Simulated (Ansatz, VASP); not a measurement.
# V in VASP and in Ansatz

```
V
1.0
     0.00000    1.90815    1.90815
     1.90815    0.00000    1.90815
     1.90815    1.90815    0.00000
V
1
Cartesian
  0.0000 0.0000 0.0000
```

Alike in both runs: functional PBE; k mesh 15 × 15 × 15; occupations fermi-dirac, width 0.05 eV; collinear spin.

Ansatz relaxed the structure, and its values are those at the end. VASP's run is a single point on that final structure, the one shown.

|  | VASP | Ansatz |
| --- | --- | --- |
| version | VASP 6.6.1 | Ansatz 0.2.0 |
| potentials or method | VASP PAW PBE potentials, release 64 (V_sv), cutoff 520 eV | all-electron LAPW, scalar-relativistic |

VASP gave:

* pressure (GPa): 0.2
* net moment per atom (μB): 0.00

Question: Which values does Ansatz return?

Answer: Pressure (GPa): 0.0; net moment per atom (μB): 0.00.

Ansatz ran all-electron here, and VASP with PAW potentials. Ansatz's warnings: seeded moment not kept.
